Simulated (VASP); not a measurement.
# Zr (P6_3/mmc) in VASP: single point with r2SCAN

Aim: the single point of Zr with r2SCAN.

Everything below comes from runs of VASP 6.6.1. Logs are shortened: lines on timing, memory, paths and dates and some standing lists are left out, and cuts for length are marked.

### Step 1. The cell of the first run

The structure is hexagonal, space group P6_3/mmc (No. 194). Conventional cell: a = 3.243 Å, b = 3.243 Å, c = 5.162 Å, α = 90.00°, β = 90.00°, γ = 120.00°. Within 4.2 Å of Zr (site symmetry -6m2) lie 12 Zr at 3.19 to 3.24 Å.

### Step 2. Single point, r2SCAN

File POSCAR:

```
Zr
1.0
    1.6217109819      2.8088858159      0.0000000000
   -1.6217109819      2.8088858159      0.0000000000
    0.0000000000      0.0000000000      5.1616606437
Zr
2
Direct
    0.3333333333      0.3333333333      0.2500000000
    0.6666666667      0.6666666667      0.7500000000
```

File INCAR.step1:

```
SYSTEM = Zr
PREC = Accurate ; ENCUT = 520
ISMEAR = -1 ; SIGMA = 0.1
LREAL = .FALSE. ; LASPH = .TRUE.
NELM = 80 ; NBANDS = 19
GGA = PE ; ALGO = Normal
EDIFF = 1E-4 ; LWAVE = .TRUE.
LCHARG = .FALSE.
```

File INCAR.step2:

```
SYSTEM = Zr
PREC = Accurate ; ENCUT = 520
EDIFF = 1E-6 ; ISMEAR = -1
SIGMA = 0.1 ; LREAL = .FALSE.
LASPH = .TRUE. ; NELM = 80
ALGO = Normal ; ISIF = 2
LWAVE = .FALSE. ; LCHARG = .TRUE.
METAGGA = R2SCAN ; LMIXTAU = .TRUE.
LELF = .TRUE. ; LVHAR = .TRUE.
NBANDS = 19 ; ISTART = 1
```

File KPOINTS:

```
regular mesh
0
G
  13 13 7
  0 0 0
```

Potentials or basis: VASP PAW PBE potentials, release 64 (Zr_sv).

Run with:

```bash
$ cat potpaw_PBE.64/Zr_sv/POTCAR > POTCAR
$ cp INCAR.step1 INCAR
$ mpirun -np 1 vasp_std > vasp.out
$ cp INCAR.step2 INCAR
$ mpirun -np 1 vasp_std > vasp.out
```

OUTCAR:

```text
SYSTEM = Zr
   PREC = Accurate
   ENCUT = 520
   EDIFF = 1E-6
   ISMEAR = -1
   LREAL = .FALSE.
   LASPH = .TRUE.
   NELM = 80
   ISIF = 2
   METAGGA = R2SCAN
   ISTART = 1

 ion  position               nearest neighbor table
   1  0.333  0.333  0.250-   2 3.19   2 3.19   2 3.19   2 3.19   2 3.19   2 3.19
   2  0.667  0.667  0.750-   1 3.19   1 3.19   1 3.19   1 3.19   1 3.19   1 3.19

  LATTYP: Found a hexagonal cell.
 ALAT       =     3.2434219638
 C/A-ratio  =     1.5914243355

  Lattice vectors:

 A1 = (   1.6217109819,  -2.8088858159,   0.0000000000)
 A2 = (   1.6217109819,   2.8088858159,   0.0000000000)
 A3 = (   0.0000000000,   0.0000000000,   5.1616606437)

Analysis of symmetry for initial positions (statically):
=====================================================================
 Subroutine PRICEL returns:
 Original cell was already a primitive cell.

 Routine SETGRP: Setting up the symmetry group for a
 hexagonal supercell.

 Subroutine GETGRP returns: Found 24 space group operations
 (whereof 12 operations were pure point group operations)
 out of a pool of 24 trial point group operations.

The static configuration has the point symmetry D_3d.
 The point group associated with its full space group is D_6h.

Analysis of symmetry for dynamics (positions and initial velocities):
=====================================================================
 Subroutine PRICEL returns:
 Original cell was already a primitive cell.

 Routine SETGRP: Setting up the symmetry group for a
 hexagonal supercell.

 Subroutine GETGRP returns: Found 24 space group operations
 (whereof 12 operations were pure point group operations)
 out of a pool of 24 trial point group operations.

The dynamic configuration has the point symmetry D_3d.
 The point group associated with its full space group is D_6h.

 Subroutine INISYM returns: Found 24 space group operations
 (whereof 12 operations are pure point group operations),
 and found     1 'primitive' translations

----------------------------------------------------------------------------------------

                                     Primitive cell

  volume of cell :      47.0248

  direct lattice vectors                    reciprocal lattice vectors
     1.621710982  2.808885816  0.000000000     0.308316343  0.178006524  0.000000000
    -1.621710982  2.808885816  0.000000000    -0.308316343  0.178006524  0.000000000
     0.000000000  0.000000000  5.161660644     0.000000000  0.000000000  0.193736099

  length of vectors
     3.243421964  3.243421964  5.161660644     0.356013048  0.356013048  0.193736099

  position of ions in fractional coordinates (direct lattice)
     0.333333333  0.333333333  0.250000000
     0.666666667  0.666666667  0.750000000

  ion indices of the primitive-cell ions
   primitive index   ion index
                 1           1
                 2           2

----------------------------------------------------------------------------------------

 KPOINTS: regular mesh

Automatic generation of k-mesh.
 Grid dimensions read from file:
 generate k-points for:   13   13    7

 Generating k-lattice:

  Cartesian coordinates                     Fractional coordinates (reciprocal lattice)
     0.023716642  0.013692810  0.000000000     0.076923077 -0.000000000  0.000000000
    -0.023716642  0.013692810  0.000000000    -0.000000000  0.076923077  0.000000000
     0.000000000  0.000000000  0.027676586     0.000000000  0.000000000  0.142857143

  Length of vectors
     0.027385619  0.027385619  0.027676586

  Shift w.r.t. Gamma in fractional coordinates (k-lattice)
     0.000000000  0.000000000  0.000000000

 Subroutine IBZKPT returns following result:
 ===========================================

 Found     84 irreducible k-points:

 Following reciprocal coordinates:
            Coordinates               Weight
  0.000000  0.000000  0.000000      1.000000
  0.076923  0.000000  0.000000      6.000000
  0.153846  0.000000  0.000000      6.000000
  0.230769  0.000000  0.000000      6.000000
  0.307692  0.000000  0.000000      6.000000
  0.384615  0.000000  0.000000      6.000000
[... 16 lines left out ...]
  0.076923  0.000000  0.142857     12.000000
  0.153846  0.000000  0.142857     12.000000
 [... further k-points ...]
   k-points           NKPTS =     84   k-points in BZ     NKDIM =     84   number of bands    NBANDS=     19
   number of dos      NEDOS =    301   number of ions     NIONS =      2
   total plane-waves  NPLWV =  23040
   dimension x,y,z NGX =    24 NGY =   24 NGZ =   40
   dimension x,y,z NGXF=    48 NGYF=   48 NGZF=   80
   ions per type =               2
   NGX,Y,Z   is equivalent  to a cutoff of  12.30, 12.30, 12.88 a.u.
   NGXF,Y,Z  is equivalent  to a cutoff of  24.60, 24.60, 25.77 a.u.
 SYSTEM =  Zr
   PREC   = accura    normal or accurate (medium, high low for compatibility)
   ISTART =      1    job   : 0-new  1-cont  2-samecut
   ICHARG =      0    charge: 1-file 2-atom 10-const
   ISPIN  =      1    spin polarized calculation?
   LNONCOLLINEAR =      F non collinear calculations
   LSORBIT =      F    spin-orbit coupling
   LASPH  =      T    aspherical Exc in radial PAW
   ENCUT  =  520.0 eV  38.22 Ry    6.18 a.u.   6.03  6.03  9.60*2*pi/ulx,y,z
   NELM   =     80;   NELMIN=  2; NELMDL=  0     # of ELM steps
   EDIFF  = 0.1E-05   stopping-criterion for ELM
   LREAL  =      F    real-space projection
   EDIFFG = 0.1E-04   stopping-criterion for IOM
   NSW    =      0    number of steps for IOM
   IBRION =     -1    ionic relax: 0-MD 1-quasi-New 2-CG
   NFREE  =      0    steps in history (QN), initial steepest desc. (CG)
   ISIF   =      2    stress and relaxation
   ISYM   =      2    0-nonsym 1-usesym 2-fastsym
   POTIM  = 0.5000    time-step for ionic-motion
   TEBEG  =    0.0;   TEEND  =   0.0 temperature during run
   PSTRESS=    0.0 pullay stress
   NELECT =      24.0000    total number of electrons
   NUPDOWN=      -1.0000    fix difference up-down
   EMIN   =  10.00;   EMAX   =-10.00  energy-range for DOS
   EFERMI =   0.00;   METHOD = LEGACY
   ISMEAR =    -1;   SIGMA  =   0.10  broadening in eV -4-tet -1-fermi 0-gaus
   EFERMI_NEDOS =   21; number of points for ismear=-14 and -15
   IALGO  =     38    algorithm
   IMIX   =      4    mixing-type and parameters
     AMIX     =   0.40;   BMIX     =  1.00
     AMIX_MAG =   1.60;   BMIX_MAG =  1.00
  volume/ion in A,a.u.               =      23.51       158.67
  Fermi-wavevector in a.u.,A,eV,Ry     =   1.308287  2.472303 23.287922  1.711614
  Thomas-Fermi vector in A             =   2.438964
   LORBIT       =      0    0 simple, 1 ext, 2 COOP (PROOUT), +10 PAW based schemes
   METAGGA = R2SCAN    functional components
   LHFCALC =     F    Hartree Fock is set to
   AEXX    =    0.0000 exact exchange contribution
   IVDW    =     0    specifies the selected vdW correction
   LEPSILON=     F    determine dielectric tensor
   LRPA    =     F    only Hartree local field effects (RPA)
 non-spin polarized calculation
  energy-cutoff  :      520.00
  volume of cell :       47.02
 maximum number of plane-waves:      1285
   NGX = 13   NGY = 13   NGZ = 19

 number of electron      24.0000001 magnetization

 Free energy of the ion-electron system (eV)
  ---------------------------------------------------
  ext. energy  EPLUGINS =         0.00000000
  ---------------------------------------------------
  free energy    TOTEN  =       -45.52957073 eV

  energy without entropy =      -45.46957189  energy(sigma->0) =      -45.49957131

 E-fermi :   8.9155     XC(G=0): -11.9015

 val. band max:        8.9130742362   @ k =   0.1538   0.0000   0.0000
 cond. band min:       8.9533549220   @ k =   0.1538   0.0000   0.1429
 fundamental gap:      0.0402806857
 Fermi energy:         8.9155097819

 k-point     1 :       0.0000    0.0000    0.0000
  band No.  band energies     occupation
      1     -41.6414      2.00000
      2     -41.4808      2.00000
      3     -19.4822      2.00000
      4     -18.5929      2.00000
      5     -18.5929      2.00000
      6     -18.4536      2.00000
[... 11 lines left out ...]
     18      11.3004      0.00000
     19      13.6054      0.00000

 k-point     2 :       0.0769    0.0000    0.0000
  band No.  band energies     occupation
      1     -41.6344      2.00000
      2     -41.4779      2.00000
      3     -19.4635      2.00000
      4     -18.6337      2.00000
      5     -18.6063      2.00000
      6     -18.4939      2.00000
[... 11 lines left out ...]
     18      11.1468      0.00000
     19      13.7184      0.00000

 k-point     3 :       0.1538    0.0000    0.0000
  band No.  band energies     occupation
      1     -41.6147      2.00000
      2     -41.4702      2.00000
      3     -19.4098      2.00000
      4     -18.7470      2.00000
      5     -18.6423      2.00000
      6     -18.6086      2.00000
[... 11 lines left out ...]
     18      11.2217      0.00000
     19      13.9591      0.00000

 k-point     4 :       0.2308    0.0000    0.0000
  band No.  band energies     occupation
      1     -41.5858      2.00000
      2     -41.4603      2.00000
      3     -19.3273      2.00000
      4     -18.9067      2.00000
      5     -18.7637      2.00000
      6     -18.6908      2.00000
[... 11 lines left out ...]
     18      11.8968      0.00000
     19      14.1913      0.00000

 k-point     5 :       0.3077    0.0000    0.0000
  band No.  band energies     occupation
      1     -41.5530      2.00000
      2     -41.4517      2.00000
      3     -19.2267      2.00000
      4     -19.0758      2.00000
      5     -18.9211      2.00000
      6     -18.7401      2.00000
[... 11 lines left out ...]
     18      12.7393      0.00000
     19      14.3573      0.00000
[... 334 lines left out ...]
      2     -41.4564      2.00000
      3     -19.1703      2.00000
      4     -19.0374      2.00000
      5     -18.9840      2.00000
      6     -18.9105      2.00000
[... 11 lines left out ...]
     18      13.9163      0.00000
     19      15.7300      0.00000

 k-point    22 :       0.0000    0.0000    0.1429
  band No.  band energies     occupation
      1     -41.6336      2.00000
      2     -41.4888      2.00000
      3     -19.4344      2.00000
      4     -18.5860      2.00000
      5     -18.5860      2.00000
      6     -18.5082      2.00000
[... 11 lines left out ...]
     18      11.5585      0.00000
     19      13.6589      0.00000

 k-point    23 :       0.0769    0.0000    0.1429
  band No.  band energies     occupation
      1     -41.6268      2.00000
      2     -41.4857      2.00000
      3     -19.4181      2.00000
      4     -18.6257      2.00000
      5     -18.5990      2.00000
      6     -18.5418      2.00000
[... 11 lines left out ...]
     18      11.4527      0.00000
     19      13.7502      0.00000

 k-point    24 :       0.1538    0.0000    0.1429
  band No.  band energies     occupation
      1     -41.6077      2.00000
      2     -41.4774      2.00000
      3     -19.3720      2.00000
      4     -18.7356      2.00000
      5     -18.6487      2.00000
      6     -18.6340      2.00000
[... 11 lines left out ...]
     18      11.4057      0.00000
     19      13.9402      0.00000

 [... further k-points ...]

------------------------ aborting loop because EDIFF is reached ----------------------------------------

  FORCE on cell =-STRESS in cart. coord.  units (eV):
  Direction    XX          YY          ZZ          XY          YZ          ZX
  --------------------------------------------------------------------------------------
  -------------------------------------------------------------------------------------
  Total        0.0020139      0.0020139     -0.0029068      0.0000000      0.0000000     -0.0000000
  in kB        0.0686157      0.0686157     -0.0990386      0.0000000      0.0000000     -0.0000000
  external PRESSURE =       0.0127310 kB  Pullay stress =       0.0000000 kB

 VOLUME and BASIS-vectors are now :
 -----------------------------------------------------------------------------
  energy-cutoff  :      520.00
  volume of cell :       47.02
      direct lattice vectors                 reciprocal lattice vectors
     1.621710982  2.808885816  0.000000000     0.308316343  0.178006524  0.000000000
    -1.621710982  2.808885816  0.000000000    -0.308316343  0.178006524  0.000000000
     0.000000000  0.000000000  5.161660644     0.000000000  0.000000000  0.193736099

 POSITION                                       TOTAL-FORCE (eV/Angst)
 -----------------------------------------------------------------------------------
      0.00000      1.87259      1.29042         0.000000      0.000000      0.000000
      0.00000      3.74518      3.87125        -0.000000     -0.000000     -0.000000
 -----------------------------------------------------------------------------------
    total drift:                                0.000000     -0.000000     -0.000000

  FREE ENERGIE OF THE ION-ELECTRON SYSTEM (eV)
  ---------------------------------------------------
  free  energy   TOTEN  =       -45.5295707329 eV

  energy  without entropy=      -45.4695718901  energy(sigma->0) =      -45.49957131
```

Run time: 2.9 min. Hardware: 1 thread of Intel Xeon Platinum 8259CL at 2.50GHz (Skylake/Cascade Lake), shared host; peak memory 0.2 GiB.

Results:

```
Free energy            : -45.5296 eV
Pressure               : 0.0 GPa
Band gap on the k mesh : zero (bands 12 and 13 overlap by 1.31 eV)
```

Caveat: the PAW data sets were made with another functional, which shifts forces and pressure a little.
